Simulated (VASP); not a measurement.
# AlGa3N4 (Pm) in VASP: a series of runs

AlGa3N4 is run at these levels: r2SCAN; tasks: single point.

All numbers are computed with VASP 6.6.1; they aren't measurements. Logs are shortened: lines on timing, memory, paths and dates and some standing lists are left out, and cuts for length are marked.

### 1 The cell of the first run

It takes space group Pm (No. 6, monoclinic). The conventional cell has a = 5.139 Å, b = 3.163 Å, c = 5.477 Å, α = 90.00°, β = 90.04°, γ = 90.00°. Within 2.5 Å of Al (site symmetry m) lie 4 N at 1.89 to 1.90 Å. Within 2.6 Å of Ga (site symmetry m) lie 4 N at 1.94 to 1.95 Å. Ga (site symmetry m) has 4 N at 1.94 to 1.96 Å within 2.6 Å. Ga (site symmetry m) has 4 N at 1.95 to 1.96 Å within 2.6 Å. Within 2.5 Å of N (site symmetry m) lie 1 Al at 1.89 Å and 3 Ga at 1.95 Å. N (site symmetry m) has 2 Al at 1.90 Å and 2 Ga at 1.96 Å within 2.5 Å. Within 2.6 Å of N (site symmetry m) lie 4 Ga at 1.94 to 1.95 Å. Within 2.5 Å of N (site symmetry m) lie 1 Al at 1.90 Å and 3 Ga at 1.94 Å.

### 2 Single point, r2SCAN

POSCAR reads:

```
AlGa3N4
1.0
    5.1389202025      0.0000000000      0.0000000000
    0.0000000000      3.1634143061      0.0000000000
   -0.0036760608      0.0000000000      5.4769945905
Al Ga N
1 3 4
Direct
    0.0005828848      0.5000000000      0.6672982357
    0.4991712870      0.5000000000      0.3350606985
    0.4992511918      0.0000000000      0.8314570703
    0.9998609986      0.0000000000      0.1661913852
    0.1194130441      0.5000000000      0.3406010347
    0.1173310425      0.0000000000      0.8259310372
    0.6202395502      0.0000000000      0.1661937139
    0.6317500111      0.5000000000      0.6672678244
```

INCAR.step1 reads:

```
SYSTEM = AlGa3N4
ALGO     = Normal         ! electronic algorithm
EDIFF    = 1E-4           ! SCF threshold, eV
ENCUT    = 520            ! plane-wave cutoff, eV
GGA      = PE             ! functional
ISMEAR   = 0              ! smearing method
LASPH    = .True.         ! aspherical terms in the spheres
LCHARG   = .False.        ! write CHGCAR
LREAL    = .False.        ! projectors in reciprocal space
LWAVE    = .True.         ! write WAVECAR
NBANDS   = 41             ! bands
NELM     = 60             ! most SCF steps
PREC     = Accurate       ! precision mode
SIGMA    = 0.02           ! smearing width, eV
```

INCAR.step2 reads:

```
SYSTEM = AlGa3N4
ALGO     = Normal         ! electronic algorithm
EDIFF    = 1E-7           ! SCF threshold, eV
ENCUT    = 520            ! plane-wave cutoff, eV
ISIF     = 2              ! what is computed and relaxed
ISMEAR   = 0              ! smearing method
ISTART   = 1            
LASPH    = .True.         ! aspherical terms in the spheres
LCHARG   = .False.        ! write CHGCAR
LMIXTAU  = .True.       
LREAL    = .False.        ! projectors in reciprocal space
LWAVE    = .False.        ! write WAVECAR
METAGGA  = R2SCAN         ! meta-GGA
NBANDS   = 41             ! bands
NELM     = 60             ! most SCF steps
PREC     = Accurate       ! precision mode
SIGMA    = 0.02           ! smearing width, eV
```

KPOINTS reads:

```
k-points
0
Gamma
  6 8 4
  0 0 0
```

Potentials or basis: VASP PAW PBE potentials, release 64 (Al, Ga_d, N).

Command:

```console
> cat potpaw_PBE.64/Al/POTCAR potpaw_PBE.64/Ga_d/POTCAR potpaw_PBE.64/N/POTCAR > POTCAR
> cp INCAR.step1 INCAR
> mpirun -np 1 vasp_std > vasp.out
> cp INCAR.step2 INCAR
> mpirun -np 1 vasp_std > vasp.out
```

OUTCAR:

```text
SYSTEM = AlGa3N4
   EDIFF = 1E-7
   ENCUT = 520
   ISIF = 2
   ISMEAR = 0
   ISTART = 1
   LASPH = .True.
   LREAL = .False.
   METAGGA = R2SCAN
   NELM = 60
   PREC = Accurate

 ion  position               nearest neighbor table
   1  0.001  0.500  0.667-   5 1.89   8 1.90   6 1.90   6 1.90   3 3.14   3 3.14
   2  0.499  0.500  0.335-   7 1.94   7 1.94   8 1.94   5 1.95
   3  0.499  0.000  0.831-   7 1.94   8 1.94   8 1.94   6 1.96   1 3.14   1 3.14
   4  1.000  0.000  0.166-   5 1.95   5 1.95   7 1.95   6 1.96
   5  0.119  0.500  0.341-   1 1.89   4 1.95   4 1.95   2 1.95
   6  0.117  0.000  0.826-   1 1.90   1 1.90   4 1.96   3 1.96
   7  0.620  0.000  0.166-   2 1.94   2 1.94   3 1.94   4 1.95
   8  0.632  0.500  0.667-   1 1.90   2 1.94   3 1.94   3 1.94

  LATTYP: Found a simple monoclinic cell.
 ALAT       =     5.1389202025
 B/A-ratio  =     0.6155795734
 C/A-ratio  =     1.0657872877
 COS(beta)  =    -0.0006711820

  Lattice vectors:

 A1 = (   5.1389202025,   0.0000000000,   0.0000000000)
 A2 = (   0.0000000000,   3.1634143061,   0.0000000000)
 A3 = (  -0.0036760608,   0.0000000000,   5.4769945905)

Analysis of symmetry for initial positions (statically):
=====================================================================
 Subroutine PRICEL returns:
 Original cell was already a primitive cell.

 Routine SETGRP: Setting up the symmetry group for a
 simple monoclinic supercell.

 Subroutine GETGRP returns: Found  2 space group operations
 (whereof  2 operations were pure point group operations)
 out of a pool of  4 trial point group operations.

The static configuration has the point symmetry C_1h.

Analysis of symmetry for dynamics (positions and initial velocities):
=====================================================================
 Subroutine PRICEL returns:
 Original cell was already a primitive cell.

 Routine SETGRP: Setting up the symmetry group for a
 simple monoclinic supercell.

 Subroutine GETGRP returns: Found  2 space group operations
 (whereof  2 operations were pure point group operations)
 out of a pool of  4 trial point group operations.

The dynamic configuration has the point symmetry C_1h.

 Subroutine INISYM returns: Found  2 space group operations
 (whereof  2 operations are pure point group operations),
 and found     1 'primitive' translations

----------------------------------------------------------------------------------------

                                     Primitive cell

  volume of cell :      89.0369

  direct lattice vectors                    reciprocal lattice vectors
     5.138920202  0.000000000  0.000000000     0.194593409  0.000000000  0.000130608
     0.000000000  3.163414306  0.000000000     0.000000000  0.316114142  0.000000000
    -0.003676061  0.000000000  5.476994591     0.000000000  0.000000000  0.182581886

  length of vectors
     5.138920202  3.163414306  5.476995824     0.194593453  0.316114142  0.182581886

  position of ions in fractional coordinates (direct lattice)
     0.000582885  0.500000000  0.667298236
     0.499171287  0.500000000  0.335060699
     0.499251192  0.000000000  0.831457070
     0.999860999  0.000000000  0.166191385
     0.119413044  0.500000000  0.340601035
     0.117331042  0.000000000  0.825931037
     0.620239550  0.000000000  0.166193714
     0.631750011  0.500000000  0.667267824

  ion indices of the primitive-cell ions
   primitive index   ion index
                 1           1
                 2           2
                 3           3
                 4           4
                 5           5
                 6           6
                 7           7
                 8           8

----------------------------------------------------------------------------------------

 KPOINTS: k-points

Automatic generation of k-mesh.
 Grid dimensions read from file:
 generate k-points for:    6    8    4

 Generating k-lattice:

  Cartesian coordinates                     Fractional coordinates (reciprocal lattice)
[... 53 lines left out ...]
 fundamental gap:      2.8848894735
 Fermi energy:         5.4314818617

 k-point     1 :       0.0000    0.0000    0.0000
  band No.  band energies     occupation
      1     -11.3252      2.00000
      2     -10.3102      2.00000
      3     -10.1133      2.00000
      4      -9.8073      2.00000
      5      -8.3373      2.00000
      6      -8.3367      2.00000
[... 33 lines left out ...]
     40      16.3284      0.00000
     41      16.6309      0.00000

 k-point     2 :       0.1667    0.0000   -0.0000
  band No.  band energies     occupation
      1     -11.2396      2.00000
      2     -10.3193      2.00000
      3     -10.1256      2.00000
      4      -9.8125      2.00000
      5      -8.3345      2.00000
      6      -8.3307      2.00000
[... 33 lines left out ...]
     40      16.2973      0.00000
     41      16.5404      0.00000

 k-point     3 :       0.3333    0.0000    0.0000
  band No.  band energies     occupation
      1     -11.0097      2.00000
      2     -10.4170      2.00000
      3     -10.1335      2.00000
      4      -9.8178      2.00000
      5      -8.3298      2.00000
      6      -8.3294      2.00000
[... 33 lines left out ...]
     40      16.3214      0.00000
     41      16.3333      0.00000

 k-point     4 :       0.5000    0.0000   -0.0000
  band No.  band energies     occupation
      1     -10.7809      2.00000
      2     -10.5929      2.00000
      3     -10.1267      2.00000
      4      -9.8179      2.00000
      5      -8.3318      2.00000
      6      -8.3272      2.00000
[... 825 lines left out ...]
     40      16.4717      0.00000
     41      16.6087      0.00000

 k-point    23 :       0.3333    0.0000    0.2500
  band No.  band energies     occupation
      1     -10.8746      2.00000
      2     -10.3659      2.00000
      3     -10.1949      2.00000
      4      -9.8758      2.00000
      5      -8.3204      2.00000
      6      -8.3070      2.00000
[... 33 lines left out ...]
     40      16.2190      0.00000
     41      16.4538      0.00000

 k-point    24 :       0.5000    0.0000    0.2500
  band No.  band energies     occupation
      1     -10.6767      2.00000
      2     -10.4889      2.00000
      3     -10.1830      2.00000
      4      -9.8907      2.00000
      5      -8.3134      2.00000
      6      -8.2991      2.00000
[... 33 lines left out ...]
     40      16.1477      0.00000
     41      16.4432      0.00000

 [... further k-points ...]

------------------------ aborting loop because EDIFF is reached ----------------------------------------

  FORCE on cell =-STRESS in cart. coord.  units (eV):
  Direction    XX          YY          ZZ          XY          YZ          ZX
  --------------------------------------------------------------------------------------
  -------------------------------------------------------------------------------------
  Total        0.4119790      0.3708582      0.4510328      0.0000000      0.0000000      0.0053255
  in kB        7.4133650      6.6734168      8.1161202      0.0000000      0.0000000      0.0958295
  external PRESSURE =       7.4009673 kB  Pullay stress =       0.0000000 kB

 VOLUME and BASIS-vectors are now :
 -----------------------------------------------------------------------------
  energy-cutoff  :      520.00
  volume of cell :       89.04
      direct lattice vectors                 reciprocal lattice vectors
     5.138920202  0.000000000  0.000000000     0.194593409  0.000000000  0.000130608
     0.000000000  3.163414306  0.000000000     0.000000000  0.316114142  0.000000000
    -0.003676061  0.000000000  5.476994591     0.000000000  0.000000000  0.182581886

 POSITION                                       TOTAL-FORCE (eV/Angst)
 -----------------------------------------------------------------------------------
      0.00054      1.58171      3.65479        -0.005905      0.000000     -0.003957
      2.56397      1.58171      1.83513        -0.004108      0.000000      0.003921
      2.56256      0.00000      4.55389        -0.009523      0.000000      0.004610
      5.13759      0.00000      0.91023        -0.001158      0.000000     -0.007063
      0.61240      1.58171      1.86547        -0.021505      0.000000      0.077966
      0.59992      0.00000      4.52362        -0.045741      0.000000     -0.071959
      3.18675      0.00000      0.91024         0.002314      0.000000     -0.003699
      3.24406      1.58171      3.65462         0.085626      0.000000      0.000180
 -----------------------------------------------------------------------------------
    total drift:                               -0.025390     -0.000000      0.002737

  FREE ENERGIE OF THE ION-ELECTRON SYSTEM (eV)
  ---------------------------------------------------
  free  energy   TOTEN  =       -84.9290355623 eV

  energy  without entropy=      -84.9290355623  energy(sigma->0) =      -84.92903556
```

It took 7.3 min on 1 thread of Intel Xeon 6975P-C (Granite Rapids), shared host; peak memory 0.34 GiB.

Results:

| Quantity | Value |
| --- | --- |
| Free energy | -84.9290 eV |
| Pressure | 0.7 GPa |
| Largest force | 0.086 eV/Å |
| Band gap on the k mesh | 2.88 eV |

Forces on the atoms (eV/Å):
```
Al  -0.006  0.000 -0.004
Ga  -0.004  0.000  0.004
Ga  -0.010  0.000  0.005
Ga  -0.001  0.000 -0.007
N   -0.022  0.000  0.078
N   -0.046  0.000 -0.072
N    0.002  0.000 -0.004
N    0.086  0.000  0.000
```

Stress tensor (GPa, compression positive):
```
0.74 0.00 0.01
0.00 0.67 0.00
0.01 0.00 0.81
```

Caveat: the PAW data sets were made with another functional, which shifts forces and pressure a little.

### 3 Single point, r2SCAN

POSCAR is that of step 2.

INCAR.step1 reads:

```
PREC = Accurate
ENCUT = 520
ISMEAR = 0
SIGMA = 0.02
LREAL = F
LASPH = T
NELM = 100
NBANDS = 41
GGA = PE
ALGO = Normal
EDIFF = 1E-4
LWAVE = T
LCHARG = F
```

INCAR.step2 reads:

```
PREC = Accurate
ENCUT = 520
EDIFF = 1E-7
ISMEAR = 0
SIGMA = 0.02
LREAL = F
LASPH = T
NELM = 100
ALGO = Normal
ISIF = 2
LWAVE = F
LCHARG = F
METAGGA = R2SCAN
LMIXTAU = T
NBANDS = 41
ISTART = 1
```

KPOINTS reads:

```
regular mesh
0
Gamma
  6 8 4
```

Potentials or basis: VASP PAW PBE potentials, release 64 (Al, Ga_d, N).

Command:

```console
> cat potpaw_PBE.64/Al/POTCAR potpaw_PBE.64/Ga_d/POTCAR potpaw_PBE.64/N/POTCAR > POTCAR
> cp INCAR.step1 INCAR
> mpirun -np 1 vasp_std > vasp.out
> cp INCAR.step2 INCAR
> mpirun -np 1 vasp_std > vasp.out
```

It took 7.7 min on 1 thread of Intel Xeon 6975P-C (Granite Rapids), shared host; peak memory 0.34 GiB.

Results (log left out):

| Item | Value |
| --- | --- |
| Free energy | -84.9290 eV |
| Pressure | 0.7 GPa |
| Largest force | 0.086 eV/Å |
| Band gap on the k mesh | 2.88 eV |

Forces in eV/Å, atoms in the order of the input:
```
Al  -0.006  0.000 -0.004
Ga  -0.004  0.000  0.004
Ga  -0.010  0.000  0.005
Ga  -0.001  0.000 -0.007
N   -0.022  0.000  0.078
N   -0.046  0.000 -0.072
N    0.002  0.000 -0.004
N    0.086  0.000  0.000
```

Stress tensor (GPa, compression positive):
```
0.74 0.00 0.01
0.00 0.67 0.00
0.01 0.00 0.81
```

Levels at points of the mesh, in eV from the valence-band top:
```
           k point  band 27  band 28  band 29  band 30  band 31  band 32  band 33  band 34  band 35  band 36
(0.00, 0.00, 0.00)    -1.07    -0.86    -0.09    -0.03     0.00     2.88     5.27     5.86     6.36     7.10
(0.50, 0.00, 0.00)    -1.70    -0.76    -0.70    -0.36    -0.36     5.01     5.09     5.18     5.68     8.46
(0.00, 0.50, 0.00)    -3.53    -2.12    -2.10    -1.87    -1.81     6.19     6.24     7.55     7.77     8.49
(0.50, 0.50, 0.00)    -3.29    -1.76    -1.49    -1.46    -1.43     6.38     6.52     6.63     6.95     8.57
(0.00, 0.00, 0.50)    -1.86    -0.80    -0.64    -0.58    -0.33     5.14     5.33     6.80     7.18     8.11
(0.50, 0.00, 0.50)    -1.88    -1.65    -1.18    -1.16    -1.11     5.93     6.00     6.12     6.51     8.16
(0.00, 0.50, 0.50)    -2.66    -2.20    -2.15    -1.02    -0.88     5.51     5.83     6.22     6.35     6.61
(0.50, 0.50, 0.50)    -1.88    -1.81    -1.76    -1.68    -1.67     4.97     5.03     5.08     5.51     7.90
```

Caveat: the PAW data sets were made with another functional, which shifts forces and pressure a little.

### 4 Single point, r2SCAN (uniaxial strain along c: -1.5 %, then relaxed in part)

POSCAR reads:

```
AlGa3N4
1.0
    5.1510825150      0.0000000000      0.0000622431
    0.0000000000      3.1792379168      0.0000000000
   -0.0036184697      0.0000000000      5.3948396732
Al Ga N
1 3 4
Direct
    0.0001350419      0.5000000000      0.6678038503
    0.4985240658      0.5000000000      0.3344332955
    0.4985810700      0.0000000000      0.8307060948
    0.9991386729      0.0000000000      0.1668711138
    0.1201039387      0.5000000000      0.3386819566
    0.1178426257      0.0000000000      0.8239696763
    0.6207721955      0.0000000000      0.1682338073
    0.6325023997      0.5000000000      0.6693012053
```

INCAR.step1 reads:

```
SYSTEM = AlGa3N4
ALGO     = Normal         ! electronic algorithm
EDIFF    = 1E-4           ! SCF threshold, eV
ENCUT    = 520            ! plane-wave cutoff, eV
GGA      = PE             ! functional
ISMEAR   = 0              ! smearing method
LASPH    = .True.         ! aspherical terms in the spheres
LCHARG   = .False.        ! write CHGCAR
LREAL    = .False.        ! projectors in reciprocal space
LWAVE    = .True.         ! write WAVECAR
NBANDS   = 41             ! bands
NELM     = 100            ! most SCF steps
PREC     = Accurate       ! precision mode
SIGMA    = 0.02           ! smearing width, eV
```

INCAR.step2 reads:

```
SYSTEM = AlGa3N4
ALGO     = Normal         ! electronic algorithm
EDIFF    = 1E-6           ! SCF threshold, eV
ENCUT    = 520            ! plane-wave cutoff, eV
ISIF     = 2              ! what is computed and relaxed
ISMEAR   = 0              ! smearing method
ISTART   = 1            
LASPH    = .True.         ! aspherical terms in the spheres
LCHARG   = .False.        ! write CHGCAR
LMIXTAU  = .True.       
LREAL    = .False.        ! projectors in reciprocal space
LWAVE    = .False.        ! write WAVECAR
METAGGA  = R2SCAN         ! meta-GGA
NBANDS   = 41             ! bands
NELM     = 100            ! most SCF steps
PREC     = Accurate       ! precision mode
SIGMA    = 0.02           ! smearing width, eV
```

KPOINTS reads:

```
k-points
0
Gamma
  6 8 4
  0 0 0
```

Command:

```console
> cat potpaw_PBE.64/Al/POTCAR potpaw_PBE.64/Ga_d/POTCAR potpaw_PBE.64/N/POTCAR > POTCAR
> cp INCAR.step1 INCAR
> mpirun -np 1 vasp_std > vasp.out
> cp INCAR.step2 INCAR
> mpirun -np 1 vasp_std > vasp.out
```

Wall time 5.6 min (1 thread of Intel Xeon 6975P-C (Granite Rapids), shared host); peak memory 0.34 GiB.

The run converged. Its results:

| Property | Result |
| --- | --- |
| Free energy | -84.9052 eV |
| Pressure | 2.3 GPa |
| Largest force | 0.088 eV/Å |
| Band gap on the k mesh | 2.88 eV |

Forces in eV/Å, atoms in the order of the input:
```
Al  -0.004  0.000 -0.001
Ga  -0.010  0.000  0.009
Ga  -0.005  0.000 -0.005
Ga  -0.009  0.000 -0.008
N   -0.022  0.000  0.074
N   -0.042  0.000 -0.075
N    0.004  0.000  0.000
N    0.088  0.000  0.005
```

Stress tensor (GPa, compression positive):
```
 0.77  0.00 -0.02
 0.00  0.72  0.00
-0.02  0.00  5.53
```

Levels at points of the mesh, in eV from the valence-band top:
```
           k point  band 27  band 28  band 29  band 30  band 31  band 32  band 33  band 34  band 35  band 36
(0.00, 0.00, 0.00)    -1.00    -1.00    -0.17    -0.09     0.00     2.88     5.31     5.70     6.16     7.02
(0.50, 0.00, 0.00)    -1.78    -0.80    -0.72    -0.45    -0.30     4.95     5.03     5.19     5.68     8.35
(0.00, 0.50, 0.00)    -3.59    -2.17    -2.14    -1.95    -1.87     6.14     6.18     7.55     7.76     8.66
(0.50, 0.50, 0.00)    -3.31    -1.85    -1.59    -1.57    -1.54     6.33     6.50     6.61     6.93     8.55
(0.00, 0.00, 0.50)    -2.01    -0.86    -0.77    -0.61    -0.46     5.10     5.28     6.69     7.10     8.07
(0.50, 0.00, 0.50)    -1.94    -1.79    -1.33    -1.30    -1.25     5.87     5.93     6.07     6.45     8.20
(0.00, 0.50, 0.50)    -2.61    -2.30    -2.26    -1.01    -0.86     5.67     5.91     6.26     6.45     6.56
(0.50, 0.50, 0.50)    -1.87    -1.80    -1.77    -1.76    -1.75     4.95     5.00     5.07     5.50     7.95
```

Caveat: the cell differs from its parent crystal (uniaxial strain along c: -1.5 %, then relaxed in part); the PAW data sets were made with another functional, which shifts forces and pressure a little.

### 5 Single point, r2SCAN

This run uses another cell than the first one, of 11.04 Å³/atom.

POSCAR is that of step 4.

INCAR.step1 reads:

```
  PREC = Accurate
  ENCUT = 520
  ISMEAR = 0
  SIGMA = 0.02
  LREAL = False
  LASPH = True
  NELM = 60
  NBANDS = 41
  GGA = PE
  ALGO = Normal
  EDIFF = 1E-4
  LWAVE = True
  LCHARG = False
```

INCAR.step2 reads:

```
  PREC = Accurate
  ENCUT = 520
  EDIFF = 1E-7
  ISMEAR = 0
  SIGMA = 0.02
  LREAL = False
  LASPH = True
  NELM = 60
  ALGO = Normal
  ISIF = 2
  LWAVE = False
  LCHARG = False
  METAGGA = R2SCAN
  LMIXTAU = True
  NBANDS = 41
  ISTART = 1
```

KPOINTS reads:

```
regular mesh
0
Gamma
  6 8 4
```

Command:

```console
> cat potpaw_PBE.64/Al/POTCAR potpaw_PBE.64/Ga_d/POTCAR potpaw_PBE.64/N/POTCAR > POTCAR
> cp INCAR.step1 INCAR
> mpirun -np 1 vasp_std > vasp.out
> cp INCAR.step2 INCAR
> mpirun -np 1 vasp_std > vasp.out
```

Run time: 6.1 min. Hardware: 1 thread of Intel Xeon 6975P-C (Granite Rapids), shared host; peak memory 0.34 GiB.

Results (log left out):

| Item | Value |
| --- | --- |
| Free energy | -84.9052 eV |
| Pressure | 2.3 GPa |
| Largest force | 0.088 eV/Å |
| Band gap on the k mesh | 2.88 eV |

Forces in eV/Å, atoms in the order of the input:
```
Al  -0.004  0.000 -0.001
Ga  -0.010  0.000  0.009
Ga  -0.005  0.000 -0.005
Ga  -0.009  0.000 -0.008
N   -0.022  0.000  0.074
N   -0.042  0.000 -0.075
N    0.004  0.000  0.000
N    0.088  0.000  0.005
```

Stress tensor (GPa, compression positive):
```
 0.77  0.00 -0.02
 0.00  0.72  0.00
-0.02  0.00  5.52
```

Levels at points of the mesh, in eV from the valence-band top:
```tsv
k point	band 29	band 30	band 31	band 32	band 33	band 34
(0.00, 0.00, 0.00)	-0.17	-0.09	0.00	2.88	5.31	5.70
(0.50, 0.00, 0.00)	-0.72	-0.45	-0.30	4.95	5.03	5.19
(0.00, 0.50, 0.00)	-2.14	-1.95	-1.87	6.14	6.18	7.55
(0.50, 0.50, 0.00)	-1.59	-1.57	-1.54	6.33	6.50	6.61
(0.00, 0.00, 0.50)	-0.77	-0.61	-0.46	5.10	5.28	6.69
(0.50, 0.00, 0.50)	-1.33	-1.30	-1.25	5.87	5.93	6.07
(0.00, 0.50, 0.50)	-2.26	-1.01	-0.86	5.67	5.91	6.26
(0.50, 0.50, 0.50)	-1.77	-1.76	-1.75	4.95	5.00	5.07
```

Caveat: the PAW data sets were made with another functional, which shifts forces and pressure a little.
